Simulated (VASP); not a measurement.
Write the native input for VASP 6.6.1 that does the following.

```yaml
Task: single point
Functional: LDA
Potentials_or_basis: VASP PAW LDA potentials, release 64 (Pt)
Cutoff: 520 eV
k_mesh: 17 × 17 × 5
Occupations: fermi-dirac, width 0.1 eV
Spin: no spin polarisation
Dipole_correction: no
Further_INCAR_settings: ALGO = Normal; EDIFF = 1e-06; NBANDS = 28
```

The structure of Pt lies in POSCAR:

```
Pt
1.0
    2.6625083230      0.0000000000      0.0000000000
   -1.3312541615      2.3057998455      0.0000000000
    0.0000000000      0.0000000000      8.8813184301
Pt
4
Direct
    0.0000000000      0.0000000000      0.0000000000
    0.0000000000      0.0000000000      0.5000000000
    0.3333333333      0.6666666667      0.2500000000
    0.6666666667      0.3333333333      0.7500000000
```

This isn't the form of Pt at room conditions, which is fcc.

The input as run:

INCAR

```
SYSTEM = Pt
ALGO     = Normal         ! electronic algorithm
EDIFF    = 1E-6           ! SCF threshold, eV
ENCUT    = 520            ! plane-wave cutoff, eV
ISIF     = 2              ! what is computed and relaxed
ISMEAR   = -1             ! smearing method
LASPH    = .True.         ! aspherical terms in the spheres
LCHARG   = .False.        ! write CHGCAR
LREAL    = .False.        ! projectors in reciprocal space
LWAVE    = .False.        ! write WAVECAR
NBANDS   = 28             ! bands
NELM     = 60             ! most SCF steps
PREC     = Accurate       ! precision mode
SIGMA    = 0.1            ! smearing width, eV
```

KPOINTS

```
k-points
0
Gamma
  17 17 5
  0 0 0
```

Potentials or basis: VASP PAW LDA potentials, release 64 (Pt).

Launch:

```bash
$ cat potpaw_LDA.64/Pt/POTCAR > POTCAR
$ mpirun -np 1 vasp_std > vasp.out
```

Results of the run:

* Pressure: 32.6 GPa
* Band gap on the k mesh: zero (bands 20 and 21 overlap by 1.62 eV)

Caveat: the cell stands under pressure; spin-orbit coupling is left out, which moves the levels of the heavy elements.

Run time: 3.4 min on 1 thread of Intel Xeon 8259CL, on a shared host, peak memory 0.23 GiB.
